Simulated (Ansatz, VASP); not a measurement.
## Ti2Al6H: VASP beside Ansatz

Contents of INCAR:

```
ALGO     = Normal         # electronic algorithm
DIPOL    = 0.5 0.5 0.309
EDIFF    = 1E-6           # SCF threshold, eV
ENCUT    = 520            # plane-wave cutoff, eV
GGA      = PE             # functional
IDIPOL   = 3            
ISIF     = 2              # what is computed and relaxed
ISMEAR   = 0              # smearing method
IVDW     = 12             # dispersion correction
LASPH    = T              # aspherical terms in the spheres
LCHARG   = F              # write CHGCAR
LDIPOL   = T            
LREAL    = F              # projectors in reciprocal space
LWAVE    = F              # write WAVECAR
NBANDS   = 32             # bands
NELM     = 60             # most SCF steps
PREC     = Accurate       # precision mode
SIGMA    = 0.1            # smearing width, eV
```

The input KPOINTS:

```
k-points
0
Gamma
  6 6 1
```

File POSCAR:

```
Ti2Al6H
1.0
    5.0241861190      0.0000000000      0.0000000000
    2.1588814530      4.5367033218      0.0000000000
    0.0000000000      0.0000000000     21.2187109014
Al Ti H
6 2 1
Direct
    0.5000000000      0.0000000000      0.1885128658
    0.0000000000      0.5000000000      0.1885128658
    0.0000000000      0.0000000000      0.2517328341
    0.0000000000      0.5000000000      0.3193548961
    0.5000000000      0.0000000000      0.3193548961
    0.5000000000      0.5000000000      0.3826203646
    0.5000000000      0.5000000000      0.2517328341
    0.0000000000      0.0000000000      0.3797002555
    0.6666666667      1.3333333333      0.5004409057
```

Input for Ansatz:

```yaml
crystal:
  lattice:
    - [5.024186119, 0.0, 0.0]
    - [2.158881453, 4.5367033218, 0.0]
    - [0.0, 0.0, 21.2187109014]
  atoms:
    - { symbol: Al, position: [0.5, 0.0, 0.1885128658] }
    - { symbol: Al, position: [0.0, 0.5, 0.1885128658] }
    - { symbol: Ti, position: [0.5, 0.5, 0.2517328341] }
    - { symbol: Al, position: [0.0, 0.0, 0.2517328341] }
    - { symbol: Al, position: [0.0, 0.5, 0.3193548961] }
    - { symbol: Al, position: [0.5, 0.0, 0.3193548961] }
    - { symbol: Ti, position: [0.0, 0.0, 0.3797002555] }
    - { symbol: Al, position: [0.5, 0.5, 0.3826203646] }
    - { symbol: H, position: [0.6666666667, 1.3333333333, 0.5004409057] }
basis:
  ecutwfc: 420
kpoints:
  mp_grid: { grid: [6, 6, 1] }
hamiltonian:
  xc: pbe
  pseudopotentials: { kind: paw, azcp: { folder: soft_1 } }
  dispersion: d3bj
scf:
  occupations: { method: gaussian, width: 0.1 }
output:
  forces: true
  eigenvalues: true
  write_density: true
  write_potential: true
  elf: true
  volumetric_format: npy
efield:
  axis: 3
  dipole_correction: true
  ramp_width: 0.04
```

Alike in both runs: task single point; functional PBE; dispersion D3(BJ); k mesh 6 × 6 × 1; occupations gaussian, width 0.1 eV; no spin polarisation.

|  | VASP | Ansatz |
| --- | --- | --- |
| version | VASP 6.6.1 | Ansatz 0.2.0 |
| potentials or method | VASP PAW PBE potentials, release 64 (Al, Ti_sv, H), cutoff 520 eV | scalar-relativistic, plane waves, PAW |
| valence electrons in the cell | 43 | 43 |

```tsv
	VASP	Ansatz	Ansatz less VASP
gap on the k mesh at the Fermi level (eV)	none	none	-
rms of the force components (eV/Å)	0.448	0.448	-0.0001
```

A gap of «none» marks a metal or a gap that the smearing closes. Ansatz's warnings: xc potential rough in thin density.
